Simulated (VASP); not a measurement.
# Ta3H in VASP: notebook

Runs on Ta3H. Level: PBE. Tasks: relaxation of the atoms.

All numbers are computed with VASP 6.6.1; they aren't measurements. Logs are shortened: lines on timing, memory, paths and dates and some standing lists are left out, and cuts for length are marked.

### Step 1. The cell of the first run

The cell holds a slab with vacuum, 4 atoms: a = 2.874 Å, b = 2.874 Å, c = 20.027 Å, α = 90.00°, β = 90.00°, γ = 109.47°.

### Step 2. Relaxation of the atoms, PBE

Input file INCAR:

```
SYSTEM = Ta3H
ALGO = Normal
DIPOL = 0.5 0.5 0.352
EDIFF = 1E-6
EDIFFG = -0.025
ENCUT = 520
GGA = PE
IBRION = 2
IDIPOL = 3
ISIF = 2
ISMEAR = 0
LASPH = .TRUE.
LCHARG = .FALSE.
LDIPOL = .TRUE.
LREAL = .FALSE.
LWAVE = .FALSE.
NELM = 60
NSW = 36
PREC = Accurate
SIGMA = 0.1
```

Input file KPOINTS:

```
k-points
0
G
  10 10 1
  0 0 0
```

Input file POSCAR:

```
Ta3H
1.0
    2.8743098521      0.0000000000      0.0000000000
   -0.9581032840      2.7099253168      0.0000000000
    0.0000000000      0.0000000000     20.0266897122
Ta H
3 1
Selective dynamics
Direct
    0.5000000000      0.5000000000      0.1997334586  F F F
    0.0000000000      0.0000000000      0.3127671377  F F F
    0.5000000000      0.5000000000      0.4257663066  F F F
    1.0000000000      1.0000000000      0.4710112755  F F T
```

Potentials or basis: VASP PAW PBE potentials, release 64 (Ta_pv, H).

On the command line:

```
$ cat potpaw_PBE.64/Ta_pv/POTCAR potpaw_PBE.64/H/POTCAR > POTCAR
$ mpirun -np 1 vasp_std > vasp.out
```

OUTCAR:

```text
SYSTEM = Ta3H
   EDIFF = 1E-6
   EDIFFG = -0.025
   ENCUT = 520
   GGA = PE
   IBRION = 2
   ISIF = 2
   ISMEAR = 0
   LASPH = .TRUE.
   LREAL = .FALSE.
   NELM = 60
   NSW = 36
   PREC = Accurate

 ion  position               nearest neighbor table
   1  0.500  0.500  0.200-   2 2.81   2 2.81   2 3.26   2 3.26
   2  0.000  0.000  0.313-   3 2.81   3 2.81   1 2.81   1 2.81   3 3.26   3 3.26   1 3.26   1 3.26

   3  0.500  0.500  0.426-   4 1.89   4 1.89   2 2.81   2 2.81   2 3.26   2 3.26
   4  0.000  0.000  0.471-   3 1.89   3 1.89

  LATTYP: Found a base centered orthorhombic cell.
 ALAT       =     3.3189671337
 B/A-ratio  =     1.4142135624
 C/A-ratio  =     6.0340126629

  Lattice vectors:

 A1 = (   2.8743098521,   0.0000000000,   0.0000000000)
 A2 = (  -0.9581032840,   2.7099253168,   0.0000000000)
 A3 = (   0.0000000000,   0.0000000000,  20.0266897122)

Analysis of symmetry for initial positions (statically):
=====================================================================
 Subroutine PRICEL returns:
 Original cell was already a primitive cell.

 Routine SETGRP: Setting up the symmetry group for a
 base centered orthorhombic supercell.

 Subroutine GETGRP returns: Found  4 space group operations
 (whereof  4 operations were pure point group operations)
 out of a pool of  8 trial point group operations.

The static configuration has the point symmetry C_2v.

Analysis of symmetry for dynamics (positions and initial velocities):
=====================================================================
 Subroutine PRICEL returns:
 Original cell was already a primitive cell.

 Routine SETGRP: Setting up the symmetry group for a
 base centered orthorhombic supercell.

 Subroutine GETGRP returns: Found  4 space group operations
 (whereof  4 operations were pure point group operations)
 out of a pool of  8 trial point group operations.

The dynamic configuration has the point symmetry C_2v.

Analysis of constrained symmetry for selective dynamics:
=====================================================================
 Subroutine PRICEL returns:
 Original cell was already a primitive cell.

 Routine SETGRP: Setting up the symmetry group for a
 base centered orthorhombic supercell.

 Subroutine GETGRP returns: Found  4 space group operations
 (whereof  4 operations were pure point group operations)
 out of a pool of  8 trial point group operations.

The constrained configuration has the point symmetry C_2v.

 Subroutine INISYM returns: Found  4 space group operations
 (whereof  4 operations are pure point group operations),
 and found     1 'primitive' translations

----------------------------------------------------------------------------------------

                                     Primitive cell

  volume of cell :     155.9912

  direct lattice vectors                    reciprocal lattice vectors
     2.874309852  0.000000000  0.000000000     0.347909603  0.123004620  0.000000000
    -0.958103284  2.709925317  0.000000000     0.000000000  0.369013859  0.000000000
     0.000000000  0.000000000 20.026689712     0.000000000  0.000000000  0.049933365

  length of vectors
     2.874309852  2.874309852 20.026689712     0.369013859  0.369013859  0.049933365

  position of ions in fractional coordinates (direct lattice)
     0.500000000  0.500000000  0.199733459
     0.000000000  0.000000000  0.312767138
     0.500000000  0.500000000  0.425766307
     0.000000000  0.000000000  0.471011275

  ion indices of the primitive-cell ions
   primitive index   ion index
                 1           1
                 2           2
                 3           3
                 4           4

----------------------------------------------------------------------------------------

 KPOINTS: k-points

Automatic generation of k-mesh.
 Grid dimensions read from file:
 generate k-points for:   10   10    1

 Generating k-lattice:

  Cartesian coordinates                     Fractional coordinates (reciprocal lattice)
     0.034790960  0.012300462  0.000000000     0.100000000  0.000000000  0.000000000
     0.000000000  0.036901386  0.000000000     0.000000000  0.100000000  0.000000000
     0.000000000  0.000000000  0.049933365     0.000000000  0.000000000  1.000000000

  Length of vectors
     0.036901386  0.036901386  0.049933365

  Shift w.r.t. Gamma in fractional coordinates (k-lattice)
     0.000000000  0.000000000  0.000000000

 Subroutine IBZKPT returns following result:
 ===========================================

 Found     31 irreducible k-points:

 Following reciprocal coordinates:
            Coordinates               Weight
  0.000000  0.000000  0.000000      1.000000
  0.100000  0.000000  0.000000      4.000000
  0.200000  0.000000  0.000000      4.000000
  0.300000 -0.000000  0.000000      4.000000
  0.400000  0.000000  0.000000      4.000000
  0.500000 -0.000000  0.000000      2.000000
[... 16 lines left out ...]
  0.300000  0.300000  0.000000      2.000000
  0.400000  0.300000  0.000000      4.000000
 [... further k-points ...]
   k-points           NKPTS =     31   k-points in BZ     NKDIM =     31   number of bands    NBANDS=     21
   number of dos      NEDOS =    301   number of ions     NIONS =      4
   total plane-waves  NPLWV =  86400
   dimension x,y,z NGX =    24 NGY =   24 NGZ =  150
   dimension x,y,z NGXF=    48 NGYF=   48 NGZF=  300
   ions per type =               3   1
   NGX,Y,Z   is equivalent  to a cutoff of  13.88, 13.88, 12.45 a.u.
   NGXF,Y,Z  is equivalent  to a cutoff of  27.76, 27.76, 24.90 a.u.
 SYSTEM =  Ta3H
   PREC   = accura    normal or accurate (medium, high low for compatibility)
   ISTART =      0    job   : 0-new  1-cont  2-samecut
   ICHARG =      2    charge: 1-file 2-atom 10-const
   ISPIN  =      1    spin polarized calculation?
   LNONCOLLINEAR =      F non collinear calculations
   LSORBIT =      F    spin-orbit coupling
   LASPH  =      T    aspherical Exc in radial PAW
   ENCUT  =  520.0 eV  38.22 Ry    6.18 a.u.   5.34  5.34 37.24*2*pi/ulx,y,z
   NELM   =     60;   NELMIN=  2; NELMDL= -5     # of ELM steps
   EDIFF  = 0.1E-05   stopping-criterion for ELM
   LREAL  =      F    real-space projection
   EDIFFG = -.3E-01   stopping-criterion for IOM
   NSW    =     36    number of steps for IOM
   IBRION =      2    ionic relax: 0-MD 1-quasi-New 2-CG
   NFREE  =      1    steps in history (QN), initial steepest desc. (CG)
   ISIF   =      2    stress and relaxation
   ISYM   =      2    0-nonsym 1-usesym 2-fastsym
   POTIM  = 0.5000    time-step for ionic-motion
   TEBEG  =    0.0;   TEEND  =   0.0 temperature during run
   PSTRESS=    0.0 pullay stress
   NELECT =      34.0000    total number of electrons
   NUPDOWN=      -1.0000    fix difference up-down
   EMIN   =  10.00;   EMAX   =-10.00  energy-range for DOS
   EFERMI =   0.00;   METHOD = LEGACY
   ISMEAR =     0;   SIGMA  =   0.10  broadening in eV -4-tet -1-fermi 0-gaus
   EFERMI_NEDOS =   21; number of points for ismear=-14 and -15
   IALGO  =     38    algorithm
   IMIX   =      4    mixing-type and parameters
     AMIX     =   0.40;   BMIX     =  1.00
     AMIX_MAG =   1.60;   BMIX_MAG =  1.00
  volume/ion in A,a.u.               =      39.00       263.17
  Fermi-wavevector in a.u.,A,eV,Ry     =   0.985223  1.861801 13.206684  0.970664
  Thomas-Fermi vector in A             =   2.116514
   LORBIT       =      0    0 simple, 1 ext, 2 COOP (PROOUT), +10 PAW based schemes
   GGA     = PE    functional components
   LHFCALC =     F    Hartree Fock is set to
   AEXX    =    0.0000 exact exchange contribution
   IVDW    =     0    specifies the selected vdW correction
   LEPSILON=     F    determine dielectric tensor
   LRPA    =     F    only Hartree local field effects (RPA)
 conjugate gradient relaxation of ions
 non-spin polarized calculation
 Gauss-broadening in eV      SIGMA  =   0.10
  energy-cutoff  :      520.00
  volume of cell :      155.99
 maximum number of plane-waves:      4238
 NGX is ok and might be reduce to    24
   NGX = 11   NGY = 11   NGZ = 75

 dipolmoment           0.000000      0.000000      0.043195 electrons x Angstroem

--------------------------------------- Ionic step        1  -------------------------------------------

 number of electron      33.9999997 magnetization

 Free energy of the ion-electron system (eV)
  ---------------------------------------------------
  ext. energy  EPLUGINS =         0.00000000
  ---------------------------------------------------
  free energy    TOTEN  =       -37.18556732 eV

  energy without entropy =      -37.16721865  energy(sigma->0) =      -37.17639298

------------------------ aborting loop because EDIFF is reached ----------------------------------------

  FORCE on cell =-STRESS in cart. coord.  units (eV):
  Direction    XX          YY          ZZ          XY          YZ          ZX
  --------------------------------------------------------------------------------------
  -------------------------------------------------------------------------------------
  Total       -1.8520455     -1.3389950      1.6820078      0.7255629      0.0000000      0.0000000
  in kB      -19.0222616    -13.7527472     17.2758142      7.4522188      0.0000000      0.0000000
  external PRESSURE =      -5.1663982 kB  Pullay stress =       0.0000000 kB
[... 137 lines left out ...]
  energy  without entropy=      -37.1982721060  energy(sigma->0) =      -37.20646910

--------------------------------------- Ionic step        5  -------------------------------------------

 number of electron      33.9999997 magnetization

 dipolmoment           0.000000      0.000000     -0.027604 electrons x Angstroem

 Free energy of the ion-electron system (eV)
  ---------------------------------------------------
  ext. energy  EPLUGINS =         0.00000000
  ---------------------------------------------------
  free energy    TOTEN  =       -37.23345961 eV

  energy without entropy =      -37.21528997  energy(sigma->0) =      -37.22437479

 E-fermi :  -0.6472     XC(G=0):  -5.5047

 val. band max:       -0.6667785507   @ k =   0.3000   0.3000   0.0000
 cond. band min:      -0.6411110690   @ k =   0.5000   0.4000   0.0000
 fundamental gap:      0.0256674816
 Fermi energy:        -0.6471824573

 k-point     1 :       0.0000    0.0000    0.0000
  band No.  band energies     occupation
      1     -35.1724      2.00000
      2     -34.8522      2.00000
      3     -34.4809      2.00000
      4     -34.3068      2.00000
      5     -34.2203      2.00000
      6     -34.1180      2.00000
[... 550 lines left out ...]
      5     -34.7171      2.00000
      6     -34.7036      2.00000
[... 13 lines left out ...]
     20       1.9959      0.00000
     21       2.4741      0.00000

 [... further k-points ...]

------------------------ aborting loop because EDIFF is reached ----------------------------------------

 vacuum level on the upper side and lower side of the slab       (xc-potential included)        -0.329         0.295

  FORCE on cell =-STRESS in cart. coord.  units (eV):
  Direction    XX          YY          ZZ          XY          YZ          ZX
  --------------------------------------------------------------------------------------
  -------------------------------------------------------------------------------------
  Total       -2.3608907     -2.2331835      1.0288500      0.1806052      0.0000000      0.0000000
  in kB      -24.2485838    -22.9369104     10.5672641      1.8549863      0.0000000      0.0000000
  external PRESSURE =     -12.2060767 kB  Pullay stress =       0.0000000 kB

 VOLUME and BASIS-vectors are now :
 -----------------------------------------------------------------------------
  energy-cutoff  :      520.00
  volume of cell :      155.99
      direct lattice vectors                 reciprocal lattice vectors
     2.874309852  0.000000000  0.000000000     0.347909603  0.123004620  0.000000000
    -0.958103284  2.709925317  0.000000000     0.000000000  0.369013859  0.000000000
     0.000000000  0.000000000 20.026689712     0.000000000  0.000000000  0.049933365
[... 10 lines left out ...]
  FREE ENERGIE OF THE ION-ELECTRON SYSTEM (eV)
  ---------------------------------------------------
  free  energy   TOTEN  =       -37.2334596088 eV

  energy  without entropy=      -37.2152899698  energy(sigma->0) =      -37.22437479

 reached required accuracy - stopping structural energy minimisation

 vacuum level on the upper side and lower side of the slab         3.434         4.079
```

Wall time 6.8 min (1 thread of Intel Xeon Platinum 8259CL at 2.50GHz (Skylake/Cascade Lake), shared host); peak memory 0.34 GiB.

What came out:

```
Free energy               : -37.2335 eV
Energy gained by relaxing : 12.0 meV/atom
Ionic steps               : 5
Band gap on the k mesh    : zero (bands 17 and 18 overlap by 1.45 eV)
```

The path:
```csv
step,energy change (eV),largest force on free atoms (eV/Å),pressure (GPa)
1,0.0000,0.5742,-0.52
2,-0.0146,0.4782,-0.63
3,-0.0424,0.1924,-0.98
4,-0.0291,0.3446,-1.64
5,-0.0479,0.0068,-1.22
```

Final structure:
```
Ta H
1.0
     2.87431    0.00000    0.00000
    -0.95810    2.70993    0.00000
     0.00000    0.00000   20.02669
Ta H
3 1
Cartesian
  0.9581 1.3550 4.0000
  0.0000 0.0000 6.2637
  0.9581 1.3550 8.5267
  0.0000 0.0000 9.6032
```

Caveat: spin-orbit coupling is left out, which moves the levels of the heavy elements.

### Step 3. Relaxation of the atoms, PBE

Input file INCAR:

```
SYSTEM = Ta3H
  PREC = Accurate
  ENCUT = 520
  EDIFF = 1E-6
  ISMEAR = 0
  SIGMA = 0.1
  LREAL = .FALSE.
  LASPH = .TRUE.
  NELM = 60
  ALGO = Fast
  ISIF = 2
  LWAVE = .FALSE.
  LCHARG = .FALSE.
  LDIPOL = .TRUE.
  IDIPOL = 3
  DIPOL = 0.5 0.5 0.366
  GGA = PE
  IBRION = 2
  NSW = 36
  EDIFFG = -0.025
```

Input file KPOINTS:

```
Automatic mesh
0
G
  10 10 1
  0 0 0
```

POSCAR: that of step 2 with these lines changed.

```diff
@@ -12,2 +12,2 @@
     0.5000000000      0.5000000000      0.4257663066  F F F
-    1.0000000000      1.0000000000      0.4710112755  F F T
+    0.5000000000      0.5000000000      0.5266317032  F F T
```

Potentials or basis: VASP PAW PBE potentials, release 64 (Ta_pv, H).

On the command line:

```
$ cat potpaw_PBE.64/Ta_pv/POTCAR potpaw_PBE.64/H/POTCAR > POTCAR
$ mpirun -np 1 vasp_std > vasp.out
```

Run time: 10 min. Hardware: 1 thread of Oxide Virtual Turin-like, shared host; peak memory 0.31 GiB.

It converged, with:

```yaml
Free_energy: -36.0954 eV
Energy_gained_by_relaxing: 42.4 meV/atom
Ionic_steps: 5
Band_gap_on_the_k_mesh: zero (bands 17 and 18 overlap by 1.59 eV)
```

Step by step:
| step | energy change (eV) | largest force on free atoms (eV/Å) | pressure (GPa) |
| --- | --- | --- | --- |
| 1 | 0.0000 | 1.4210 | -2.07 |
| 2 | -0.0866 | 1.0865 | -1.78 |
| 3 | -0.1693 | 0.0856 | -0.93 |
| 4 | -0.1696 | 0.0255 | -1.00 |
| 5 | -0.1696 | 0.0161 | -0.97 |

Final structure:
```
Ta H
1.0
     2.87431    0.00000    0.00000
    -0.95810    2.70993    0.00000
     0.00000    0.00000   20.02669
Ta H
3 1
Direct
  0.50000 0.50000 0.19973
  0.00000 0.00000 0.31277
  0.50000 0.50000 0.42577
  0.50000 0.50000 0.51617
```

Levels at points of the mesh, in eV from the Fermi level:
| k point | band 13 | band 14 | band 15 | band 16 | band 17 | band 18 | band 19 | band 20 | band 21 |
| --- | --- | --- | --- | --- | --- | --- | --- | --- | --- |
| (0.00, 0.00, 0.00) | -3.27 | -1.63 | -0.82 | -0.38 | 0.23 | 0.54 | 0.96 | 1.06 | 3.23 |
| (0.50, 0.00, 0.00) | -2.10 | -1.54 | -1.39 | -1.20 | 0.38 | 0.55 | 1.57 | 3.02 | 3.49 |
| (0.50, 0.50, 0.00) | -3.03 | -1.69 | -1.20 | -1.15 | 1.18 | 1.24 | 2.45 | 2.51 | 3.30 |

Caveat: spin-orbit coupling is left out, which moves the levels of the heavy elements.

The gap in the log of VASP goes by the Fermi energy; the results here count the filled bands.